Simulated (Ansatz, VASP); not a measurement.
# CdS: VASP beside Ansatz

```
Cd S
1.0
     0.00000    2.92673    2.92673
     2.92673    0.00000    2.92673
     2.92673    2.92673    0.00000
Cd S
1 1
Direct
  0.00000 0.00000 0.00000
  0.75000 0.75000 0.75000
```

Alike in both runs: functional PBE; dispersion D3(BJ); k mesh 8 × 8 × 8; occupations gaussian, width 0.02 eV; no spin polarisation.

Ansatz relaxed the structure, and its values are those at the end. VASP's run is a single point on that final structure, the one shown.

|  | VASP | Ansatz |
| --- | --- | --- |
| version | VASP 6.6.1 | Ansatz 0.2.0 |
| potentials or method | VASP PAW PBE potentials, release 64 (Cd, S), cutoff 500 eV | scalar-relativistic, plane waves, PAW |
| valence electrons in the cell | 18 | 26 |

VASP gave:

- gap on the k mesh at the Fermi level (eV): 1.13
- least direct gap on the mesh (eV): 1.13
- pressure (GPa): 0.3

Problem. Which values does Ansatz return?

Solution. gap on the k mesh at the Fermi level (eV): 1.12; least direct gap on the mesh (eV): 1.12; pressure (GPa): 0.0.

VASP's potentials hold 18 valence electrons a cell and Ansatz's 26, so a difference there can come from the potentials and not from the codes.
